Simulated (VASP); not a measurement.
# Al5GaN6 (an interface model) in VASP: further runs

The runs below take Al5GaN6 (an interface model) through single point, with PBEsol.

Everything below comes from runs of VASP 6.6.1. Logs are shortened: lines on timing, memory, paths and dates and some standing lists are left out, and cuts for length are marked.

## (1) The cell of the first run

The cell holds layers of an interface, 12 atoms: a = 3.096 Å, b = 3.096 Å, c = 15.287 Å, α = 90.00°, β = 90.00°, γ = 120.00°.

## (2) Single point, PBEsol

INCAR reads:

```
PREC     = Accurate       # precision mode
ENCUT    = 520            # plane-wave cutoff, eV
EDIFF    = 1E-6           # SCF threshold, eV
ISMEAR   = 0              # smearing method
SIGMA    = 0.01           # smearing width, eV
LREAL    = False          # projectors in reciprocal space
LASPH    = True           # aspherical terms in the spheres
NELM     = 60             # most SCF steps
ALGO     = Normal         # electronic algorithm
ISIF     = 2              # what is computed and relaxed
LWAVE    = False          # write WAVECAR
LCHARG   = False          # write CHGCAR
GGA      = PS             # functional
NBANDS   = 41             # bands
```

KPOINTS reads:

```
Automatic mesh
0
Gamma
  1 1 1
  0.5 0.5 0.5
```

POSCAR reads:

```
Al5GaN6
1.0
    2.1888610000     -2.1888610000      0.0000000000
    0.0000000000      2.1888610000     -2.1888610000
    8.8256770000      8.8256770000      8.8256770000
Ga Al N
1 5 6
Direct
    0.9814790000      0.9746050000      0.9967050000
    0.0097610000      0.0178300000      0.5045700000
    0.3105750000      0.6548680000      0.1734350000
    0.3457630000      0.6667850000      0.6662250000
    0.6564270000      0.3269790000      0.3365670000
    0.6642280000      0.3275290000      0.8329380000
    0.9917740000      0.0048670000      0.1302480000
    0.0081750000      0.9961120000      0.6311610000
    0.3185850000      0.6529300000      0.2947720000
    0.3460030000      0.6662930000      0.7949230000
    0.6463780000      0.3444800000      0.4571440000
    0.6395070000      0.3391050000      0.9559190000
```

Potentials or basis: VASP PAW PBE potentials, release 64 (Ga_d, Al, N).

Launch:

```
> cat potpaw_PBE.64/Ga_d/POTCAR potpaw_PBE.64/Al/POTCAR potpaw_PBE.64/N/POTCAR > POTCAR
> mpirun -np 1 vasp_std > vasp.out
```

OUTCAR:

```text
PREC = Accurate
   ENCUT = 520
   EDIFF = 1E-6
   ISMEAR = 0
   LREAL = False
   LASPH = True
   NELM = 60
   ISIF = 2
   GGA = PS

 ion  position               nearest neighbor table
   1  0.981  0.975  0.997-  12 1.82  12 1.87  12 1.99   7 2.04   6 3.05   6 3.08   6 3.10
   2  0.010  0.018  0.505-  11 1.85   8 1.94  11 1.95  11 1.99   4 3.02   4 3.05   4 3.08   5 3.10
                             5 3.12   5 3.17
   3  0.311  0.655  0.173-   9 1.86   7 1.86   7 1.91   7 1.94   5 3.05   5 3.08   5 3.08
   4  0.346  0.667  0.666-   8 1.85   8 1.87   8 1.88  10 1.97   2 3.02   2 3.05   2 3.08   6 3.10
                             6 3.10   6 3.14
   5  0.656  0.327  0.337-  11 1.84   9 1.89   9 1.89   9 1.92   3 3.05   3 3.08   3 3.08   2 3.10
                             2 3.12   2 3.17
   6  0.664  0.328  0.833-  10 1.85  10 1.87  12 1.88  10 1.92   1 3.05   1 3.08   4 3.10   1 3.10
                             4 3.10   4 3.14
   7  0.992  0.005  0.130-   3 1.86   3 1.91   3 1.94   1 2.04
   8  0.008  0.996  0.631-   4 1.85   4 1.87   4 1.88   2 1.94
   9  0.319  0.653  0.295-   3 1.86   5 1.89   5 1.89   5 1.92
  10  0.346  0.666  0.795-   6 1.85   6 1.87   6 1.92   4 1.97
  11  0.646  0.344  0.457-   5 1.84   2 1.85   2 1.95   2 1.99
  12  0.640  0.339  0.956-   1 1.82   1 1.87   6 1.88   1 1.99

  LATTYP: Found a hexagonal cell.
 ALAT       =     3.0955169123
 C/A-ratio  =     4.9382773243

  Lattice vectors:

 A1 = (   2.1888610000,  -2.1888610000,   0.0000000000)
 A2 = (   0.0000000000,   2.1888610000,  -2.1888610000)
 A3 = (   8.8256770000,   8.8256770000,   8.8256770000)

Analysis of symmetry for initial positions (statically):
=====================================================================
 Subroutine PRICEL returns:
 Original cell was already a primitive cell.

 Routine SETGRP: Setting up the symmetry group for a
 hexagonal supercell.

 Subroutine GETGRP returns: Found  1 space group operations
 (whereof  1 operations were pure point group operations)
 out of a pool of 24 trial point group operations.

The static configuration has the point symmetry C_1 .

Analysis of symmetry for dynamics (positions and initial velocities):
=====================================================================
 Subroutine PRICEL returns:
 Original cell was already a primitive cell.

 Routine SETGRP: Setting up the symmetry group for a
 hexagonal supercell.

 Subroutine GETGRP returns: Found  1 space group operations
 (whereof  1 operations were pure point group operations)
 out of a pool of 24 trial point group operations.

The dynamic configuration has the point symmetry C_1 .

 Subroutine INISYM returns: Found  1 space group operations
 (whereof  1 operations are pure point group operations),
 and found     1 'primitive' translations

----------------------------------------------------------------------------------------

                                     Primitive cell

  volume of cell :     126.8544

  direct lattice vectors                    reciprocal lattice vectors
     2.188861000 -2.188861000  0.000000000     0.304572409 -0.152286204 -0.152286204
     0.000000000  2.188861000 -2.188861000     0.152286204  0.152286204 -0.304572409
     8.825677000  8.825677000  8.825677000     0.037768585  0.037768585  0.037768585

  length of vectors
     3.095516912  3.095516912 15.286520975     0.373023495  0.373023495  0.065417108

  position of ions in fractional coordinates (direct lattice)
     0.981479000  0.974605000  0.996705000
     0.009761000  0.017830000  0.504570000
     0.310575000  0.654868000  0.173435000
     0.345763000  0.666785000  0.666225000
     0.656427000  0.326979000  0.336567000
     0.664228000  0.327529000  0.832938000
     0.991774000  0.004867000  0.130248000
     0.008175000  0.996112000  0.631161000
     0.318585000  0.652930000  0.294772000
     0.346003000  0.666293000  0.794923000
     0.646378000  0.344480000  0.457144000
     0.639507000  0.339105000  0.955919000

  ion indices of the primitive-cell ions
   primitive index   ion index
                 1           1
                 2           2
                 3           3
                 4           4
                 5           5
                 6           6
                 7           7
                 8           8
                 9           9
                10          10
                11          11
                12          12

----------------------------------------------------------------------------------------

 KPOINTS: Automatic mesh

Automatic generation of k-mesh.
 Grid dimensions read from file:
 generate k-points for:    1    1    1

 Generating k-lattice:

  Cartesian coordinates                     Fractional coordinates (reciprocal lattice)
     0.304572409 -0.152286204 -0.152286204     1.000000000  0.000000000  0.000000000
     0.152286204  0.152286204 -0.304572409     0.000000000  1.000000000  0.000000000
[... 39 lines left out ...]
   TEBEG  =    0.0;   TEEND  =   0.0 temperature during run
   PSTRESS=    0.0 pullay stress
   NELECT =      58.0000    total number of electrons
   NUPDOWN=      -1.0000    fix difference up-down
   EMIN   =  10.00;   EMAX   =-10.00  energy-range for DOS
   EFERMI =   0.00;   METHOD = LEGACY
   ISMEAR =     0;   SIGMA  =   0.01  broadening in eV -4-tet -1-fermi 0-gaus
   EFERMI_NEDOS =   21; number of points for ismear=-14 and -15
   IALGO  =     38    algorithm
   IMIX   =      4    mixing-type and parameters
     AMIX     =   0.40;   BMIX     =  1.00
     AMIX_MAG =   1.60;   BMIX_MAG =  1.00
  volume/ion in A,a.u.               =      10.57        71.34
  Fermi-wavevector in a.u.,A,eV,Ry     =   1.261195  2.383313 21.641605  1.590613
  Thomas-Fermi vector in A             =   2.394666
   LORBIT       =      0    0 simple, 1 ext, 2 COOP (PROOUT), +10 PAW based schemes
   GGA     = PS    functional components
   LHFCALC =     F    Hartree Fock is set to
   AEXX    =    0.0000 exact exchange contribution
   IVDW    =     0    specifies the selected vdW correction
   LEPSILON=     F    determine dielectric tensor
   LRPA    =     F    only Hartree local field effects (RPA)
 non-spin polarized calculation
 Gauss-broadening in eV      SIGMA  =   0.01
  energy-cutoff  :      520.00
  volume of cell :      126.85
 maximum number of plane-waves:      3424
 NGX is ok and might be reduce to    24
   NGX = 11   NGY = 11   NGZ = 57

 number of electron      58.0000002 magnetization

 Free energy of the ion-electron system (eV)
  ---------------------------------------------------
  ext. energy  EPLUGINS =         0.00000000
  ---------------------------------------------------
  free energy    TOTEN  =       -95.82974847 eV

  energy without entropy =      -95.82974847  energy(sigma->0) =      -95.82974847

 E-fermi :   5.7494     XC(G=0): -11.2589

 val. band max:        5.6924217414   @ k =   0.0000   0.5000   0.5000
 cond. band min:       8.7559932520   @ k =   0.5000   0.5000   0.5000
 fundamental gap:      3.0635715106
 Fermi energy:         5.7493595238

 k-point     1 :       0.5000    0.5000    0.5000
  band No.  band energies     occupation
      1      -8.4781      2.00000
      2      -7.8836      2.00000
      3      -7.2524      2.00000
      4      -6.9536      2.00000
      5      -6.8968      2.00000
      6      -6.7615      2.00000
[... 33 lines left out ...]
     40      15.3623      0.00000
     41      15.7120      0.00000

 k-point     2 :       0.5000    0.0000    0.5000
  band No.  band energies     occupation
      1      -8.4240      2.00000
      2      -7.8544      2.00000
      3      -7.2905      2.00000
      4      -6.9397      2.00000
      5      -6.9068      2.00000
      6      -6.7438      2.00000
[... 33 lines left out ...]
     40      15.2891      0.00000
     41      15.6987      0.00000

 k-point     3 :       0.0000    0.5000    0.5000
  band No.  band energies     occupation
      1      -8.4123      2.00000
      2      -7.8660      2.00000
      3      -7.3040      2.00000
      4      -6.9276      2.00000
      5      -6.8839      2.00000
      6      -6.7467      2.00000
[... 33 lines left out ...]
     40      15.2161      0.00000
     41      15.7939      0.00000

------------------------ aborting loop because EDIFF is reached ----------------------------------------

  FORCE on cell =-STRESS in cart. coord.  units (eV):
  Direction    XX          YY          ZZ          XY          YZ          ZX
  --------------------------------------------------------------------------------------
  -------------------------------------------------------------------------------------
  Total       -0.4211234     -0.2504169     -0.2954935     -4.4381953     -5.1591240     -6.4104649
  in kB       -5.3188078     -3.1627766     -3.7320968    -56.0546112    -65.1599731    -80.9644659
  external PRESSURE =      -4.0712271 kB  Pullay stress =       0.0000000 kB

 VOLUME and BASIS-vectors are now :
 -----------------------------------------------------------------------------
  energy-cutoff  :      520.00
  volume of cell :      126.85
      direct lattice vectors                 reciprocal lattice vectors
     2.188861000 -2.188861000  0.000000000     0.304572409 -0.152286204 -0.152286204
     0.000000000  2.188861000 -2.188861000     0.152286204  0.152286204 -0.304572409
     8.825677000  8.825677000  8.825677000     0.037768585  0.037768585  0.037768585

 POSITION                                       TOTAL-FORCE (eV/Angst)
 -----------------------------------------------------------------------------------
     10.94492      8.78155      6.66332         0.997275      2.447607     -0.303461
      4.47454      4.47083      4.41414        -1.187108      0.139110      0.050034
      2.21049      2.28429      0.09727        -0.228580     -0.616214     -1.190383
      6.63671      6.58256      4.42039         1.173688      1.360761      1.468773
      4.40726      2.24932      2.25472        -0.444367     -0.297597     -0.137168
      8.80514      6.61425      6.63433         0.792751      0.183790      0.234796
      3.32038     -1.01068      1.13887        -0.849709     -0.559604      0.222369
      5.58832      7.73288      3.39007        -0.968396     -1.062702     -1.350783
      3.29890      3.33340      1.17239         0.352310      0.367658      0.037659
      7.77309      7.71680      5.55731        -1.438402     -0.578789     -0.823708
      5.44944      3.37379      3.28059         1.847694      0.351153      0.755369
      9.83642      7.77909      7.69438        -0.047156     -1.735173      1.036504
 -----------------------------------------------------------------------------------
    total drift:                                0.000179      0.000518     -0.000283

  FREE ENERGIE OF THE ION-ELECTRON SYSTEM (eV)
  ---------------------------------------------------
  free  energy   TOTEN  =       -95.8297484738 eV

  energy  without entropy=      -95.8297484738  energy(sigma->0) =      -95.82974847
```

Run time: 26 s. Hardware: 1 thread of AMD EPYC 7R13 (Zen 3), shared host; peak memory 0.2 GiB.

Results:

| Item | Value |
| --- | --- |
| Free energy | -95.8297 eV |
| Pressure | -0.4 GPa |
| Largest force | 2.660 eV/Å |
| Band gap on the k mesh | 3.06 eV, indirect (least direct gap 3.08 eV) |

Forces on the atoms (eV/Å):
```
Ga   0.997  2.448 -0.303
Al  -1.187  0.139  0.050
Al  -0.229 -0.616 -1.190
Al   1.174  1.361  1.469
Al  -0.444 -0.298 -0.137
Al   0.793  0.184  0.235
N   -0.850 -0.560  0.222
N   -0.968 -1.063 -1.351
N    0.352  0.368  0.038
N   -1.438 -0.579 -0.824
N    1.848  0.351  0.755
N   -0.047 -1.735  1.037
```

Stress tensor (GPa, compression positive):
```
-0.53 -5.61 -8.10
-5.61 -0.32 -6.52
-8.10 -6.52 -0.37
```

Caveat: the k points lie up to 2.34 Å⁻¹ apart; the PAW data sets were made with another functional, which shifts forces and pressure a little.

## (3) Single point, PBEsol

INCAR reads:

```
PREC = Accurate
ENCUT = 520
EDIFF = 1E-7
ISMEAR = -1
SIGMA = 0.05
LREAL = F
LASPH = T
NELM = 100
ALGO = Normal
ISIF = 2
LWAVE = F
LCHARG = F
GGA = PS
NBANDS = 41
```

KPOINTS reads:

```
regular mesh
0
Gamma
  4 4 1
```

POSCAR is that of step 2.

Potentials or basis: VASP PAW PBE potentials, release 64 (Ga_d, Al, N).

Launch:

```
> cat potpaw_PBE.64/Ga_d/POTCAR potpaw_PBE.64/Al/POTCAR potpaw_PBE.64/N/POTCAR > POTCAR
> mpirun -np 1 vasp_std > vasp.out
```

Run time: 66 s. Hardware: 1 thread of AMD EPYC 7R13 (Zen 3), shared host; peak memory 0.23 GiB.

It converged, with:

| Property | Result |
| --- | --- |
| Free energy | -90.5116 eV |
| Pressure | 2.3 GPa |
| Largest force | 2.682 eV/Å |
| Band gap on the k mesh | 2.00 eV, indirect (least direct gap 2.70 eV) |

Forces on the atoms (eV/Å):
```
Ga   1.216  2.390  0.032
Al  -1.375 -0.117 -0.204
Al  -0.470 -0.830 -1.382
Al   0.943  1.131  1.228
Al  -0.675 -0.550 -0.382
Al   0.543 -0.053  0.002
N   -0.528 -0.236  0.478
N   -0.732 -0.799 -1.092
N    0.600  0.633  0.277
N   -1.219 -0.364 -0.610
N    2.015  0.555  0.983
N   -0.318 -1.760  0.671
```

Stress tensor (GPa, compression positive):
```
 2.26 -0.54 -3.17
-0.54  2.17 -1.55
-3.17 -1.55  2.43
```

Levels at points of the mesh, in eV from the valence-band top:
```
           k point  band 27  band 28  band 29  band 30  band 31  band 32
(0.00, 0.00, 0.00)    -0.35    -0.15     0.00     2.70     3.97     4.49
(0.50, 0.00, 0.00)    -1.75    -1.19    -0.90     2.02     3.69     3.86
(0.00, 0.50, 0.00)    -1.73    -1.20    -0.82     2.01     3.68     3.87
(0.50, 0.50, 0.00)    -1.80    -1.15    -0.88     2.00     3.69     3.83
```

Caveat: the k points lie up to 0.59 Å⁻¹ apart; the PAW data sets were made with another functional, which shifts forces and pressure a little.

## (4) Single point, PBEsol

INCAR reads:

```
SYSTEM = Al5GaN6
ALGO     = Normal         ! electronic algorithm
EDIFF    = 1E-6           ! SCF threshold, eV
ENCUT    = 520            ! plane-wave cutoff, eV
GGA      = PS             ! functional
ISIF     = 2              ! what is computed and relaxed
ISMEAR   = -1             ! smearing method
LASPH    = .TRUE.         ! aspherical terms in the spheres
LCHARG   = .TRUE.         ! write CHGCAR
LELF     = .TRUE.         ! ELF
LREAL    = .FALSE.        ! projectors in reciprocal space
LVHAR    = .TRUE.       
LWAVE    = .FALSE.        ! write WAVECAR
NBANDS   = 41             ! bands
NELM     = 80             ! most SCF steps
PREC     = Accurate       ! precision mode
SIGMA    = 0.05           ! smearing width, eV
```

KPOINTS reads:

```
k-points
0
G
  4 4 1
  0 0 0
```

POSCAR is that of step 3.

Launch:

```
> cat potpaw_PBE.64/Ga_d/POTCAR potpaw_PBE.64/Al/POTCAR potpaw_PBE.64/N/POTCAR > POTCAR
> mpirun -np 1 vasp_std > vasp.out
```

Run time: 62 s. Hardware: 1 thread of AMD EPYC 7R13 (Zen 3), shared host; peak memory 0.23 GiB.

The run converged. Its results:

| Property | Result |
| --- | --- |
| Free energy | -90.5116 eV |
| Pressure | 2.3 GPa |
| Largest force | 2.683 eV/Å |
| Band gap on the k mesh | 2.00 eV, indirect (least direct gap 2.70 eV) |

Forces in eV/Å, atoms in the order of the input:
```
Ga   1.217  2.391  0.032
Al  -1.375 -0.117 -0.204
Al  -0.470 -0.830 -1.382
Al   0.943  1.131  1.228
Al  -0.675 -0.550 -0.382
Al   0.543 -0.053  0.002
N   -0.527 -0.235  0.479
N   -0.732 -0.799 -1.092
N    0.600  0.633  0.277
N   -1.219 -0.364 -0.610
N    2.014  0.555  0.982
N   -0.318 -1.760  0.671
```

Stress tensor (GPa, compression positive):
```
 2.26 -0.54 -3.17
-0.54  2.17 -1.55
-3.17 -1.55  2.43
```

Levels at points of the mesh, in eV from the valence-band top:
```csv
k point,band 25,band 26,band 27,band 28,band 29,band 30,band 31,band 32,band 33,band 34
"(0.00, 0.00, 0.00)",-0.78,-0.68,-0.35,-0.15,0.00,2.70,3.97,4.49,5.59,5.70
"(0.50, 0.00, 0.00)",-2.37,-1.84,-1.75,-1.19,-0.90,2.02,3.68,3.86,5.61,5.93
"(0.00, 0.50, 0.00)",-2.35,-1.88,-1.73,-1.20,-0.82,2.01,3.68,3.87,5.64,5.99
"(0.50, 0.50, 0.00)",-2.46,-1.89,-1.80,-1.15,-0.88,2.00,3.69,3.83,5.67,5.91
```

Caveat: the k points lie up to 0.59 Å⁻¹ apart; the PAW data sets were made with another functional, which shifts forces and pressure a little.

## (5) Single point, PBEsol

INCAR reads:

```
  ALGO = Normal
  EDIFF = 1E-7
  ENCUT = 520
  GGA = PS
  ISIF = 2
  ISMEAR = 0
  LASPH = True
  LCHARG = True
  LELF = True
  LREAL = False
  LVHAR = True
  LWAVE = False
  NBANDS = 41
  NELM = 100
  PREC = Accurate
  SIGMA = 0.05
```

KPOINTS reads:

```
k-points
0
Gamma
  4 4 1
```

POSCAR is that of step 4.

Launch:

```
> cat potpaw_PBE.64/Ga_d/POTCAR potpaw_PBE.64/Al/POTCAR potpaw_PBE.64/N/POTCAR > POTCAR
> mpirun -np 1 vasp_std > vasp.out
```

Run time: 67 s. Hardware: 1 thread of AMD EPYC 7R13 (Zen 3), shared host; peak memory 0.23 GiB.

It converged, with:

* Free energy: -90.5116 eV
* Pressure: 2.3 GPa
* Largest force: 2.682 eV/Å
* Band gap on the k mesh: 2.00 eV, indirect (least direct gap 2.70 eV)

Forces on the atoms (eV/Å):
```
Ga   1.216  2.390  0.032
Al  -1.375 -0.117 -0.204
Al  -0.470 -0.830 -1.382
Al   0.943  1.131  1.228
Al  -0.675 -0.550 -0.382
Al   0.543 -0.053  0.002
N   -0.528 -0.236  0.478
N   -0.732 -0.799 -1.092
N    0.600  0.633  0.277
N   -1.219 -0.364 -0.610
N    2.015  0.555  0.983
N   -0.318 -1.760  0.671
```

Stress tensor (GPa, compression positive):
```
 2.26 -0.54 -3.17
-0.54  2.17 -1.55
-3.17 -1.55  2.43
```

Levels at points of the mesh, in eV from the valence-band top:
```tsv
k point	band 27	band 28	band 29	band 30	band 31	band 32
(0.00, 0.00, 0.00)	-0.35	-0.15	0.00	2.70	3.97	4.49
(0.50, 0.00, 0.00)	-1.75	-1.19	-0.90	2.02	3.69	3.86
(0.00, 0.50, 0.00)	-1.73	-1.20	-0.82	2.01	3.68	3.87
(0.50, 0.50, 0.00)	-1.80	-1.15	-0.88	2.00	3.69	3.83
```

Caveat: the k points lie up to 0.59 Å⁻¹ apart; the PAW data sets were made with another functional, which shifts forces and pressure a little.

## (6) Overview

```csv
k mesh,smearing,gap on the mesh (eV),pressure (GPa),largest force (eV/Å)
"1 × 1 × 1, shifted",gaussian 0.01 eV,3.06,-0.4,2.66
4 × 4 × 1,fermi-dirac 0.05 eV,2.00,2.3,2.68
4 × 4 × 1,gaussian 0.05 eV,2.00,2.3,2.68
```

Alike in all rows: task single point; level PBEsol; potentials or basis VASP PAW PBE potentials, release 64 (Ga_d, Al, N); no spin polarisation; cell as given; cutoff (eV) 520.

Caveats: all runs use coarse meshes; the PAW data sets were made with another functional, which shifts forces and pressure a little.

Absolute energies hang on the potentials; compare differences alone.
